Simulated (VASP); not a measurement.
# Ti (P6_3/mmc) in VASP: single point with PBE

Aim: the single point of Ti with PBE.

Program: VASP 6.6.1. These are calculated values, not measurements. Logs are shortened: lines on timing, memory, paths and dates and some standing lists are left out, and cuts for length are marked.

## 1. The cell of the first run

The structure is hexagonal, space group P6_3/mmc (No. 194). The conventional cell has a = 2.941 Å, b = 2.941 Å, c = 4.628 Å, α = 90.00°, β = 90.00°, γ = 120.00°. Ti (site symmetry -6m2) has 12 Ti at 2.87 to 2.94 Å within 3.8 Å.

## 2. Single point, PBE

The input, INCAR:

```
SYSTEM = Ti
ALGO = Fast
EDIFF = 1E-7
ENCUT = 520
GGA = PE
ISIF = 2
ISMEAR = 0
LASPH = .True.
LCHARG = .True.
LELF = .True.
LREAL = .False.
LVHAR = .True.
LWAVE = .False.
NBANDS = 19
NELM = 60
PREC = Accurate
SIGMA = 0.05
```

The input, KPOINTS:

```
k-points
0
Gamma
  8 8 4
  0 0 0
```

The input, POSCAR:

```
Ti
1.0
    2.9413706924      0.0000000000      0.0000000000
   -1.4706853462      2.5473017415      0.0000000000
    0.0000000000      0.0000000000      4.6281601444
Ti
2
Direct
    0.3333333333      0.6666666667      0.7500000000
    0.6666666667      0.3333333333      0.2500000000
```

Potentials or basis: VASP PAW PBE potentials, release 64 (Ti_sv).

The run is started by

```console
$ cat potpaw_PBE.64/Ti_sv/POTCAR > POTCAR
$ mpirun -np 1 vasp_std > vasp.out
```

OUTCAR:

```text
SYSTEM = Ti
   EDIFF = 1E-7
   ENCUT = 520
   GGA = PE
   ISIF = 2
   ISMEAR = 0
   LASPH = .True.
   LREAL = .False.
   NELM = 60
   PREC = Accurate

 ion  position               nearest neighbor table
   1  0.333  0.667  0.750-   2 2.87   2 2.87   2 2.87   2 2.87   2 2.87   2 2.87
   2  0.667  0.333  0.250-   1 2.87   1 2.87   1 2.87   1 2.87   1 2.87   1 2.87

  LATTYP: Found a hexagonal cell.
 ALAT       =     2.9413706924
 C/A-ratio  =     1.5734705443

  Lattice vectors:

 A1 = (   2.9413706924,   0.0000000000,   0.0000000000)
 A2 = (  -1.4706853462,   2.5473017415,   0.0000000000)
 A3 = (   0.0000000000,   0.0000000000,   4.6281601444)

Analysis of symmetry for initial positions (statically):
=====================================================================
 Subroutine PRICEL returns:
 Original cell was already a primitive cell.

 Routine SETGRP: Setting up the symmetry group for a
 hexagonal supercell.

 Subroutine GETGRP returns: Found 24 space group operations
 (whereof 12 operations were pure point group operations)
 out of a pool of 24 trial point group operations.

The static configuration has the point symmetry D_3d.
 The point group associated with its full space group is D_6h.

Analysis of symmetry for dynamics (positions and initial velocities):
=====================================================================
 Subroutine PRICEL returns:
 Original cell was already a primitive cell.

 Routine SETGRP: Setting up the symmetry group for a
 hexagonal supercell.

 Subroutine GETGRP returns: Found 24 space group operations
 (whereof 12 operations were pure point group operations)
 out of a pool of 24 trial point group operations.

The dynamic configuration has the point symmetry D_3d.
 The point group associated with its full space group is D_6h.

 Subroutine INISYM returns: Found 24 space group operations
 (whereof 12 operations are pure point group operations),
 and found     1 'primitive' translations

----------------------------------------------------------------------------------------

                                     Primitive cell

  volume of cell :      34.6768

  direct lattice vectors                    reciprocal lattice vectors
     2.941370692  0.000000000  0.000000000     0.339977549  0.196286130  0.000000000
    -1.470685346  2.547301742  0.000000000     0.000000000  0.392572259  0.000000000
     0.000000000  0.000000000  4.628160144     0.000000000  0.000000000  0.216068582

  length of vectors
     2.941370692  2.941370692  4.628160144     0.392572259  0.392572259  0.216068582

  position of ions in fractional coordinates (direct lattice)
     0.333333333  0.666666667  0.750000000
     0.666666667  0.333333333  0.250000000

  ion indices of the primitive-cell ions
   primitive index   ion index
                 1           1
                 2           2

----------------------------------------------------------------------------------------

 KPOINTS: k-points

Automatic generation of k-mesh.
 Grid dimensions read from file:
 generate k-points for:    8    8    4

 Generating k-lattice:

  Cartesian coordinates                     Fractional coordinates (reciprocal lattice)
     0.042497194  0.024535766  0.000000000     0.125000000  0.000000000  0.000000000
     0.000000000  0.049071532  0.000000000     0.000000000  0.125000000  0.000000000
     0.000000000  0.000000000  0.054017146     0.000000000  0.000000000  0.250000000

  Length of vectors
     0.049071532  0.049071532  0.054017146

  Shift w.r.t. Gamma in fractional coordinates (k-lattice)
     0.000000000  0.000000000  0.000000000

 Subroutine IBZKPT returns following result:
 ===========================================

 Found     30 irreducible k-points:

 Following reciprocal coordinates:
            Coordinates               Weight
  0.000000  0.000000  0.000000      1.000000
  0.125000  0.000000  0.000000      6.000000
  0.250000  0.000000  0.000000      6.000000
  0.375000  0.000000  0.000000      6.000000
  0.500000  0.000000  0.000000      3.000000
  0.125000  0.125000  0.000000      6.000000
[... 16 lines left out ...]
  0.250000  0.000000  0.500000      6.000000
  0.375000  0.000000  0.500000      6.000000
 [... further k-points ...]
   k-points           NKPTS =     30   k-points in BZ     NKDIM =     30   number of bands    NBANDS=     19
   number of dos      NEDOS =    301   number of ions     NIONS =      2
   total plane-waves  NPLWV =  20736
   dimension x,y,z NGX =    24 NGY =   24 NGZ =   36
   dimension x,y,z NGXF=    48 NGYF=   48 NGZF=   72
   ions per type =               2
   NGX,Y,Z   is equivalent  to a cutoff of  13.56, 13.56, 12.93 a.u.
   NGXF,Y,Z  is equivalent  to a cutoff of  27.13, 27.13, 25.86 a.u.
 SYSTEM =  Ti
   PREC   = accura    normal or accurate (medium, high low for compatibility)
   ISTART =      0    job   : 0-new  1-cont  2-samecut
   ICHARG =      2    charge: 1-file 2-atom 10-const
   ISPIN  =      1    spin polarized calculation?
   LNONCOLLINEAR =      F non collinear calculations
   LSORBIT =      F    spin-orbit coupling
   LASPH  =      T    aspherical Exc in radial PAW
   ENCUT  =  520.0 eV  38.22 Ry    6.18 a.u.   5.47  5.47  8.61*2*pi/ulx,y,z
   NELM   =     60;   NELMIN=  2; NELMDL= -5     # of ELM steps
   EDIFF  = 0.1E-06   stopping-criterion for ELM
   LREAL  =      F    real-space projection
   EDIFFG = 0.1E-05   stopping-criterion for IOM
   NSW    =      0    number of steps for IOM
   IBRION =     -1    ionic relax: 0-MD 1-quasi-New 2-CG
   NFREE  =      0    steps in history (QN), initial steepest desc. (CG)
   ISIF   =      2    stress and relaxation
   ISYM   =      2    0-nonsym 1-usesym 2-fastsym
   POTIM  = 0.5000    time-step for ionic-motion
   TEBEG  =    0.0;   TEEND  =   0.0 temperature during run
   PSTRESS=    0.0 pullay stress
   NELECT =      24.0000    total number of electrons
   NUPDOWN=      -1.0000    fix difference up-down
   EMIN   =  10.00;   EMAX   =-10.00  energy-range for DOS
   EFERMI =   0.00;   METHOD = LEGACY
   ISMEAR =     0;   SIGMA  =   0.05  broadening in eV -4-tet -1-fermi 0-gaus
   EFERMI_NEDOS =   21; number of points for ismear=-14 and -15
   IALGO  =     68    algorithm
   IMIX   =      4    mixing-type and parameters
     AMIX     =   0.40;   BMIX     =  1.00
     AMIX_MAG =   1.60;   BMIX_MAG =  1.00
  volume/ion in A,a.u.               =      17.34       117.01
  Fermi-wavevector in a.u.,A,eV,Ry     =   1.448102  2.736515 28.531398  2.096999
  Thomas-Fermi vector in A             =   2.565981
   LORBIT       =      0    0 simple, 1 ext, 2 COOP (PROOUT), +10 PAW based schemes
   GGA     = PE    functional components
   LHFCALC =     F    Hartree Fock is set to
   AEXX    =    0.0000 exact exchange contribution
   IVDW    =     0    specifies the selected vdW correction
   LEPSILON=     F    determine dielectric tensor
   LRPA    =     F    only Hartree local field effects (RPA)
 non-spin polarized calculation
 RMM-DIIS sequential band-by-band and
 Gauss-broadening in eV      SIGMA  =   0.05
  energy-cutoff  :      520.00
  volume of cell :       34.68
 maximum number of plane-waves:       965
 NGX is ok and might be reduce to    24
   NGX = 11   NGY = 11   NGZ = 17

 number of electron      24.0000003 magnetization

 Free energy of the ion-electron system (eV)
  ---------------------------------------------------
  ext. energy  EPLUGINS =         0.00000000
  ---------------------------------------------------
  free energy    TOTEN  =       -15.69019905 eV

  energy without entropy =      -15.68878094  energy(sigma->0) =      -15.68948999

 E-fermi :   8.4089     XC(G=0): -11.5045

 val. band max:        8.3960191914   @ k =   0.3750   0.2500   0.2500
 cond. band min:       8.4692856350   @ k =   0.0000   0.0000   0.5000
 fundamental gap:      0.0732664436
 Fermi energy:         8.4088969122

 k-point     1 :       0.0000    0.0000    0.0000
  band No.  band energies     occupation
      1     -48.4982      2.00000
      2     -48.3571      2.00000
      3     -25.0907      2.00000
      4     -24.4482      2.00000
      5     -24.4482      2.00000
      6     -24.3691      2.00000
[... 11 lines left out ...]
     18       9.9547      0.00000
     19      11.5164      0.00000

 k-point     2 :       0.1250    0.0000    0.0000
  band No.  band energies     occupation
      1     -48.4833      2.00000
      2     -48.3517      2.00000
      3     -25.0567      2.00000
      4     -24.5152      2.00000
      5     -24.4707      2.00000
      6     -24.4129      2.00000
[... 11 lines left out ...]
     18       9.9035      0.00000
     19      11.6335      0.00000

 k-point     3 :       0.2500    0.0000    0.0000
  band No.  band energies     occupation
      1     -48.4454      2.00000
      2     -48.3403      2.00000
      3     -24.9657      2.00000
      4     -24.6791      2.00000
      5     -24.5735      2.00000
      6     -24.5220      2.00000
[... 11 lines left out ...]
     18      10.6089      0.00000
     19      11.8139      0.00000

 k-point     4 :       0.3750    0.0000    0.0000
  band No.  band energies     occupation
      1     -48.4024      2.00000
      2     -48.3337      2.00000
      3     -24.8497      2.00000
      4     -24.8450      2.00000
      5     -24.7259      2.00000
      6     -24.5706      2.00000
[... 11 lines left out ...]
     18      11.4541      0.00000
     19      11.9212      0.00000

 k-point     5 :       0.5000    0.0000    0.0000
  band No.  band energies     occupation
      1     -48.3807      2.00000
      2     -48.3348      2.00000
      3     -24.9139      2.00000
      4     -24.7871      2.00000
      5     -24.7815      2.00000
      6     -24.5902      2.00000
[... 11 lines left out ...]
     18      11.9530      0.00000
     19      12.7511      0.00000

 k-point     6 :       0.1250    0.1250    0.0000
  band No.  band energies     occupation
      1     -48.4568      2.00000
      2     -48.3433      2.00000
      3     -24.9940      2.00000
      4     -24.6078      2.00000
      5     -24.5715      2.00000
      6     -24.4717      2.00000
[... 11 lines left out ...]
     18      10.5111      0.00000
     19      11.7285      0.00000

 k-point     7 :       0.2500    0.1250    0.0000
  band No.  band energies     occupation
      1     -48.4160      2.00000
      2     -48.3347      2.00000
      3     -24.8884      2.00000
      4     -24.7604      2.00000
      5     -24.6916      2.00000
      6     -24.5522      2.00000
[... 11 lines left out ...]
     18      11.4840      0.00000
     19      11.8105      0.00000

 k-point     8 :       0.3750    0.1250    0.0000
  band No.  band energies     occupation
      1     -48.3809      2.00000
      2     -48.3346      2.00000
      3     -24.8774      2.00000
      4     -24.7829      2.00000
      5     -24.7592      2.00000
      6     -24.6169      2.00000
[... 256 lines left out ...]
 k-point    20 :       0.3750    0.2500    0.2500
  band No.  band energies     occupation
      1     -48.3572      2.00000
      2     -48.3437      2.00000
      3     -24.8905      2.00000
      4     -24.8354      2.00000
      5     -24.7539      2.00000
      6     -24.6058      2.00000
[... 11 lines left out ...]
     18      11.6932      0.00000
     19      14.0369      0.00000

 k-point    21 :       0.0000    0.0000    0.5000
  band No.  band energies     occupation
      1     -48.4281      2.00000
      2     -48.4281      2.00000
      3     -24.7374      2.00000
      4     -24.7374      2.00000
      5     -24.3960      2.00000
      6     -24.3960      2.00000
[... 11 lines left out ...]
     18      11.1672      0.00000
     19      11.1672      0.00000

 k-point    22 :       0.1250    0.0000    0.5000
  band No.  band energies     occupation
      1     -48.4179      2.00000
      2     -48.4179      2.00000
      3     -24.7508      2.00000
      4     -24.7508      2.00000
      5     -24.4396      2.00000
      6     -24.4396      2.00000
[... 11 lines left out ...]
     18      11.1347      0.00000
     19      11.2821      0.00000

 k-point    23 :       0.2500    0.0000    0.5000
  band No.  band energies     occupation
      1     -48.3930      2.00000
      2     -48.3930      2.00000
      3     -24.8185      2.00000
      4     -24.8185      2.00000
      5     -24.5076      2.00000
      6     -24.5076      2.00000
[... 11 lines left out ...]
     18      11.1689      0.00000
     19      11.5868      0.00000

 k-point    24 :       0.3750    0.0000    0.5000
  band No.  band energies     occupation
      1     -48.3681      2.00000
      2     -48.3681      2.00000
      3     -24.9299      2.00000
      4     -24.9299      2.00000
      5     -24.5289      2.00000
      6     -24.5289      2.00000
[... 11 lines left out ...]
     18      11.5385      0.00000
     19      11.9251      0.00000

 [... further k-points ...]

------------------------ aborting loop because EDIFF is reached ----------------------------------------

  FORCE on cell =-STRESS in cart. coord.  units (eV):
  Direction    XX          YY          ZZ          XY          YZ          ZX
  --------------------------------------------------------------------------------------
  -------------------------------------------------------------------------------------
  Total       -0.0355503     -0.0355503     -0.0576809     -0.0000000      0.0000000      0.0000000
  in kB       -1.6425367     -1.6425367     -2.6650439     -0.0000000      0.0000000      0.0000000
  external PRESSURE =      -1.9833725 kB  Pullay stress =       0.0000000 kB

 VOLUME and BASIS-vectors are now :
 -----------------------------------------------------------------------------
  energy-cutoff  :      520.00
  volume of cell :       34.68
      direct lattice vectors                 reciprocal lattice vectors
     2.941370692  0.000000000  0.000000000     0.339977549  0.196286130  0.000000000
    -1.470685346  2.547301742  0.000000000     0.000000000  0.392572259  0.000000000
     0.000000000  0.000000000  4.628160144     0.000000000  0.000000000  0.216068582

 POSITION                                       TOTAL-FORCE (eV/Angst)
 -----------------------------------------------------------------------------------
     -0.00000      1.69820      3.47112        -0.000000      0.000000      0.000000
      1.47069      0.84910      1.15704         0.000000      0.000000      0.000000
 -----------------------------------------------------------------------------------
    total drift:                               -0.000000      0.000000     -0.000000

  FREE ENERGIE OF THE ION-ELECTRON SYSTEM (eV)
  ---------------------------------------------------
  free  energy   TOTEN  =       -15.6901990469 eV

  energy  without entropy=      -15.6887809353  energy(sigma->0) =      -15.68948999
```

It took 35 s on 1 thread of Intel Xeon 6975P-C (Granite Rapids), shared host; peak memory 0.15 GiB.

What came out:

* Free energy: -15.6902 eV
* Pressure: -0.2 GPa
* Band gap on the k mesh: zero (band 12 reaches 9.13 eV, above the bottom of band 13 at 8.12 eV)
